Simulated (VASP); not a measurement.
# SnS2 (Berndtite-2T) (P-3m1) in VASP: relaxation of the atoms with PBE

Aim: the relaxation of the atoms of SnS2 (Berndtite-2T) with PBE.

Everything below comes from runs of VASP 6.6.1. Logs are shortened: lines on timing, memory, paths and dates and some standing lists are left out, and cuts for length are marked.

**1. The cell of the first run**

Symmetry: P-3m1, No. 164, trigonal system. The conventional cell has a = 3.639 Å, b = 3.639 Å, c = 5.868 Å, α = 90.00°, β = 90.00°, γ = 120.00°. Within 3.4 Å of Sn (site symmetry -3m) lie 6 S at 2.56 Å. S (site symmetry 3m) has 3 Sn at 2.56 Å within 3.4 Å.

**2. Relaxation of the atoms, PBE**

Contents of INCAR:

```
SYSTEM = SnS2
PREC = Accurate
ENCUT = 450
EDIFF = 1E-7
ISMEAR = -1
SIGMA = 0.02
LREAL = .False.
LASPH = .True.
NELM = 120
ALGO = Normal
ISIF = 2
LWAVE = .False.
LCHARG = .False.
GGA = PE
IBRION = 2
NSW = 80
EDIFFG = -0.02
GGA_COMPAT = .False.
NELMIN = 4
```

Contents of KPOINTS:

```
regular mesh
0
Gamma
  9 9 5
  0 0 0
```

Contents of POSCAR:

```
SnS2
1.0
    3.6390000000      0.0000000000      0.0000000000
   -1.8195000000      3.1514664444      0.0000000000
    0.0000000000      0.0000000000      5.8680000000
Sn S
1 2
Direct
    0.0000000000      0.0000000000      0.0000000000
    0.3333333333      0.6666666667      0.2500000000
    0.6666666667      0.3333333333      0.7500000000
```

Potentials or basis: VASP PAW PBE potentials, release 64 (Sn_d, S).

Started as:

```bash
cat potpaw_PBE.64/Sn_d/POTCAR potpaw_PBE.64/S/POTCAR > POTCAR
mpirun -np 1 vasp_std > vasp.out
```

OUTCAR:

```text
SYSTEM = SnS2
   PREC = Accurate
   ENCUT = 450
   EDIFF = 1E-7
   ISMEAR = -1
   LREAL = .False.
   LASPH = .True.
   NELM = 120
   ISIF = 2
   GGA = PE
   IBRION = 2
   NSW = 80
   EDIFFG = -0.02
   NELMIN = 4

 ion  position               nearest neighbor table
   1  0.000  0.000  0.000-   2 2.56   3 2.56   3 2.56   2 2.56   3 2.56   2 2.56
   2  0.333  0.667  0.250-   1 2.56   1 2.56   1 2.56
   3  0.667  0.333  0.750-   1 2.56   1 2.56   1 2.56

  LATTYP: Found a hexagonal cell.
 ALAT       =     3.6390000000
 C/A-ratio  =     1.6125309151

  Lattice vectors:

 A1 = (   3.6390000000,   0.0000000000,   0.0000000000)
 A2 = (  -1.8195000000,   3.1514664444,   0.0000000000)
 A3 = (   0.0000000000,   0.0000000000,   5.8680000000)

Analysis of symmetry for initial positions (statically):
=====================================================================
 Subroutine PRICEL returns:
 Original cell was already a primitive cell.

 Routine SETGRP: Setting up the symmetry group for a
 hexagonal supercell.

 Subroutine GETGRP returns: Found 12 space group operations
 (whereof 12 operations were pure point group operations)
 out of a pool of 24 trial point group operations.

The static configuration has the point symmetry D_3d.

Analysis of symmetry for dynamics (positions and initial velocities):
=====================================================================
 Subroutine PRICEL returns:
 Original cell was already a primitive cell.

 Routine SETGRP: Setting up the symmetry group for a
 hexagonal supercell.

 Subroutine GETGRP returns: Found 12 space group operations
 (whereof 12 operations were pure point group operations)
 out of a pool of 24 trial point group operations.

The dynamic configuration has the point symmetry D_3d.

 Subroutine INISYM returns: Found 12 space group operations
 (whereof 12 operations are pure point group operations),
 and found     1 'primitive' translations

----------------------------------------------------------------------------------------

                                     Primitive cell

  volume of cell :      67.2953

  direct lattice vectors                    reciprocal lattice vectors
     3.639000000  0.000000000  0.000000000     0.274800769  0.158656298  0.000000000
    -1.819500000  3.151466444  0.000000000     0.000000000  0.317312596  0.000000000
     0.000000000  0.000000000  5.868000000     0.000000000  0.000000000  0.170415815

  length of vectors
     3.639000000  3.639000000  5.868000000     0.317312596  0.317312596  0.170415815

  position of ions in fractional coordinates (direct lattice)
     0.000000000  0.000000000  0.000000000
     0.333333333  0.666666667  0.250000000
     0.666666667  0.333333333  0.750000000

  ion indices of the primitive-cell ions
   primitive index   ion index
                 1           1
                 2           2
                 3           3

----------------------------------------------------------------------------------------

 KPOINTS: regular mesh

Automatic generation of k-mesh.
 Grid dimensions read from file:
 generate k-points for:    9    9    5

 Generating k-lattice:

  Cartesian coordinates                     Fractional coordinates (reciprocal lattice)
     0.030533419  0.017628478  0.000000000     0.111111111  0.000000000  0.000000000
     0.000000000  0.035256955  0.000000000     0.000000000  0.111111111  0.000000000
     0.000000000  0.000000000  0.034083163     0.000000000  0.000000000  0.200000000

  Length of vectors
     0.035256955  0.035256955  0.034083163

  Shift w.r.t. Gamma in fractional coordinates (k-lattice)
     0.000000000  0.000000000  0.000000000

 Subroutine IBZKPT returns following result:
 ===========================================

 Found     50 irreducible k-points:

 Following reciprocal coordinates:
            Coordinates               Weight
  0.000000  0.000000  0.000000      1.000000
  0.111111  0.000000  0.000000      6.000000
  0.222222  0.000000  0.000000      6.000000
  0.333333  0.000000  0.000000      6.000000
  0.444444  0.000000  0.000000      6.000000
  0.111111  0.111111  0.000000      6.000000
[... 16 lines left out ...]
  0.222222  0.111111  0.200000     12.000000
 -0.111111  0.333333  0.200000     12.000000
 [... further k-points ...]
   k-points           NKPTS =     50   k-points in BZ     NKDIM =     50   number of bands    NBANDS=     17
   number of dos      NEDOS =    301   number of ions     NIONS =      3
   total plane-waves  NPLWV =  32928
   dimension x,y,z NGX =    28 NGY =   28 NGZ =   42
   dimension x,y,z NGXF=    56 NGYF=   56 NGZF=   84
   ions per type =               1   2
   NGX,Y,Z   is equivalent  to a cutoff of  12.79, 12.79, 11.90 a.u.
   NGXF,Y,Z  is equivalent  to a cutoff of  25.58, 25.58, 23.80 a.u.
 SYSTEM =  SnS2
   PREC   = accura    normal or accurate (medium, high low for compatibility)
   ISTART =      0    job   : 0-new  1-cont  2-samecut
   ICHARG =      2    charge: 1-file 2-atom 10-const
   ISPIN  =      1    spin polarized calculation?
   LNONCOLLINEAR =      F non collinear calculations
   LSORBIT =      F    spin-orbit coupling
   LASPH  =      T    aspherical Exc in radial PAW
   ENCUT  =  450.0 eV  33.07 Ry    5.75 a.u.   6.29  6.29 10.15*2*pi/ulx,y,z
   NELM   =    120;   NELMIN=  4; NELMDL= -5     # of ELM steps
   EDIFF  = 0.1E-06   stopping-criterion for ELM
   LREAL  =      F    real-space projection
   EDIFFG = -.2E-01   stopping-criterion for IOM
   NSW    =     80    number of steps for IOM
   IBRION =      2    ionic relax: 0-MD 1-quasi-New 2-CG
   NFREE  =      1    steps in history (QN), initial steepest desc. (CG)
   ISIF   =      2    stress and relaxation
   ISYM   =      2    0-nonsym 1-usesym 2-fastsym
   POTIM  = 0.5000    time-step for ionic-motion
   TEBEG  =    0.0;   TEEND  =   0.0 temperature during run
   PSTRESS=    0.0 pullay stress
   NELECT =      26.0000    total number of electrons
   NUPDOWN=      -1.0000    fix difference up-down
   EMIN   =  10.00;   EMAX   =-10.00  energy-range for DOS
   EFERMI =   0.00;   METHOD = LEGACY
   ISMEAR =    -1;   SIGMA  =   0.02  broadening in eV -4-tet -1-fermi 0-gaus
   EFERMI_NEDOS =   21; number of points for ismear=-14 and -15
   IALGO  =     38    algorithm
   IMIX   =      4    mixing-type and parameters
     AMIX     =   0.40;   BMIX     =  1.00
     AMIX_MAG =   1.60;   BMIX_MAG =  1.00
  volume/ion in A,a.u.               =      22.43       151.38
  Fermi-wavevector in a.u.,A,eV,Ry     =   1.192352  2.253218 19.343434  1.421702
  Thomas-Fermi vector in A             =   2.328392
   LORBIT       =      0    0 simple, 1 ext, 2 COOP (PROOUT), +10 PAW based schemes
   GGA     = PE    functional components
   LHFCALC =     F    Hartree Fock is set to
   AEXX    =    0.0000 exact exchange contribution
   IVDW    =     0    specifies the selected vdW correction
   LEPSILON=     F    determine dielectric tensor
   LRPA    =     F    only Hartree local field effects (RPA)
 conjugate gradient relaxation of ions
 non-spin polarized calculation
  energy-cutoff  :      450.00
  volume of cell :       67.30
 maximum number of plane-waves:      1484
 NGX is ok and might be reduce to    28
   NGX = 13   NGY = 13   NGZ = 21

--------------------------------------- Ionic step        1  -------------------------------------------

 number of electron      26.0000001 magnetization

 Free energy of the ion-electron system (eV)
  ---------------------------------------------------
  ext. energy  EPLUGINS =         0.00000000
  ---------------------------------------------------
  free energy    TOTEN  =       -13.13946420 eV

  energy without entropy =      -13.13946420  energy(sigma->0) =      -13.13946420

------------------------ aborting loop because EDIFF is reached ----------------------------------------

  FORCE on cell =-STRESS in cart. coord.  units (eV):
  Direction    XX          YY          ZZ          XY          YZ          ZX
  --------------------------------------------------------------------------------------
  -------------------------------------------------------------------------------------
  Total        1.7984141      1.7984141      1.6591091      0.0000000     -0.0000000      0.0000000
  in kB       42.8169209     42.8169209     39.5003263      0.0000000     -0.0000000      0.0000000
  external PRESSURE =      41.7113893 kB  Pullay stress =       0.0000000 kB
[... 59 lines left out ...]
  energy  without entropy=      -13.1435218489  energy(sigma->0) =      -13.14352185

--------------------------------------- Ionic step        3  -------------------------------------------

 number of electron      25.9999998 magnetization

 Free energy of the ion-electron system (eV)
  ---------------------------------------------------
  ext. energy  EPLUGINS =         0.00000000
  ---------------------------------------------------
  free energy    TOTEN  =       -13.14447383 eV

  energy without entropy =      -13.14447383  energy(sigma->0) =      -13.14447383

 E-fermi :   5.2422     XC(G=0):  -9.6810

 val. band max:        4.7994500733   @ k =   0.1111   0.1111   0.0000
 cond. band min:       6.1940009506   @ k =   0.0000   0.4444   0.4000
 fundamental gap:      1.3945508773
 Fermi energy:         5.2421939643

 k-point     1 :       0.0000    0.0000    0.0000
  band No.  band energies     occupation
      1     -16.1349      2.00000
      2     -16.1349      2.00000
      3     -16.0899      2.00000
      4     -16.0632      2.00000
      5     -16.0632      2.00000
      6      -8.9882      2.00000
[... 9 lines left out ...]
     16      10.2957      0.00000
     17      10.2957      0.00000
[... 443 lines left out ...]
      1     -16.1749      2.00000
      2     -16.1106      2.00000
      3     -16.0866      2.00000
      4     -16.0641      2.00000
      5     -16.0445      2.00000
      6      -8.0110      2.00000
[... 9 lines left out ...]
     16      10.7339      0.00000
     17      11.7894      0.00000

 [... further k-points ...]
[... 5 lines left out ...]
  --------------------------------------------------------------------------------------
  -------------------------------------------------------------------------------------
  Total        1.5081548      1.5081548      1.0163721      0.0000000      0.0000000     -0.0000000
  in kB       35.9063816     35.9063816     24.1979449      0.0000000      0.0000000     -0.0000000
  external PRESSURE =      32.0035694 kB  Pullay stress =       0.0000000 kB
[... 18 lines left out ...]
  FREE ENERGIE OF THE ION-ELECTRON SYSTEM (eV)
  ---------------------------------------------------
  free  energy   TOTEN  =       -13.1444738314 eV

  energy  without entropy=      -13.1444738314  energy(sigma->0) =      -13.14447383

 reached required accuracy - stopping structural energy minimisation
```

It took 1.9 min on 1 thread of Intel Xeon Platinum 8259CL at 2.50GHz (Skylake/Cascade Lake), shared host; peak memory 0.2 GiB.

Results:

```yaml
Free_energy: -13.1445 eV
Energy_gained_by_relaxing: 1.7 meV/atom
Ionic_steps: 3
Pressure_after_relaxing: 3.2 GPa
Largest_force_after_relaxing: 0.004 eV/Å
Band_gap_on_the_k_mesh: 1.39 eV, indirect (least direct gap 1.89 eV)
```

Forces in eV/Å, atoms in the order of the input:
```
Sn   0.000  0.000  0.000
S    0.000  0.000 -0.004
S    0.000  0.000  0.004
```

Stress tensor (GPa, compression positive):
```
3.59 0.00 0.00
0.00 3.59 0.00
0.00 0.00 2.42
```

The path:
```tsv
step	energy change (eV)	largest force (eV/Å)	pressure (GPa)
1	0.0000	0.2426	4.17
2	-0.0041	0.1055	3.63
3	-0.0050	0.0044	3.20
```

Final structure:
```cif
data_structure
_symmetry_space_group_name_H-M 'P 1'
_symmetry_Int_Tables_number 1
_cell_length_a 3.6390
_cell_length_b 3.6390
_cell_length_c 5.8680
_cell_angle_alpha 90.000
_cell_angle_beta 90.000
_cell_angle_gamma 120.000
_cell_volume 67.30
loop_
_atom_site_label
_atom_site_type_symbol
_atom_site_fract_x
_atom_site_fract_y
_atom_site_fract_z
_atom_site_occupancy
Sn1 Sn 0.00000 0.00000 0.00000 1
S1 S 0.33333 0.66667 0.25362 1
S2 S 0.66667 0.33333 0.74638 1
```

Caveat: spin-orbit coupling is left out, which moves the levels of the heavy elements; this functional lacks dispersion, which binds the layers, so the pressure and a relaxed spacing across them are unreliable. A k mesh can miss the band edges.
